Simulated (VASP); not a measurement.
Sc: single point with PBE

The system is Sc.

```xyz
2
Lattice="3.4855 0.0000 0.0000 -1.7428 3.0185 0.0000 0.0000 0.0000 5.1626" Properties=species:S:1:pos:R:3 pbc="T T T"
Sc    0.0000    2.0124    1.2907
Sc    1.7428    1.0062    3.8720
```

| Quantity | Value |
| --- | --- |
| Program | VASP 6.6.1 |
| Task | single point |
| Functional | PBE |
| Potentials or basis | VASP PAW PBE potentials, release 64 (Sc_sv) |
| Cutoff | 520 eV |
| k mesh | 15 × 15 × 10 |
| Occupations | gaussian, width 0.15 eV |
| Spin | no spin polarisation |
| Dipole correction | no |
| Further INCAR settings | ALGO = Fast; EDIFF = 1e-06; NBANDS = 18 |

The pressure is -4.4 GPa and the band gap on the k mesh is zero (bands 11 and 12 overlap by 1.55 eV).

Stress tensor (GPa, compression positive):
```
-5.51  0.00  0.00
 0.00 -5.51  0.00
 0.00  0.00 -2.18
```

Levels at points of the mesh, in eV from the Fermi level:
```csv
k point,band 8,band 9,band 10,band 11,band 12,band 13,band 14,band 15
"(0.00, 0.00, 0.00)",-28.09,-4.92,-1.41,0.79,1.43,1.43,1.88,1.88
"(0.00, 0.00, 0.50)",-28.16,-3.38,-3.38,1.08,1.08,1.29,1.29,1.29
```

Wall time 2.4 min on 1 thread of Intel(R) Xeon(R) Platinum 8488C (Sapphire Rapids), on a shared host, peak memory 0.27 GiB.

Caveat: the cell stands under tension.
